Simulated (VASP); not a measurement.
# Cu: single point with PBE

Crystal: Cu.

```
Cu
1.0
     0.00000    1.85073    1.85073
     1.85073    0.00000    1.85073
     1.85073    1.85073    0.00000
Cu
1
Direct
  0.00000 0.00000 0.00000
```

* Program: VASP 6.6.1
* Task: single point
* Functional: PBE
* Potentials or basis: VASP PAW PBE potentials, release 64 (Cu)
* Cutoff: 520 eV
* k mesh: 18 × 18 × 18
* Occupations: fermi-dirac, width 0.0612256 eV
* Spin: no spin polarisation

| Property | Result |
| --- | --- |
| Pressure | -6.5 GPa |
| Band gap on the k mesh | zero (an odd number of electrons rules out a gap without spin polarisation) |

Levels at points of the mesh, in eV from the Fermi level:
```tsv
k point	band 4	band 5	band 6	band 7	band 8	band 9
(0.00, 0.00, 0.00)	-2.79	-2.06	-2.06	22.04	24.15	24.15
(0.50, 0.00, 0.00)	-1.55	-1.55	-0.78	3.44	20.57	21.01
(0.50, 0.50, 0.00)	-1.42	-1.42	1.57	6.65	12.56	12.56
```

Run time: 18 s on 1 thread of AMD EPYC 7R13 Processor (Zen 3), with other jobs on the host, peak memory 0.11 GiB.

Caveat: the cell stands under tension.
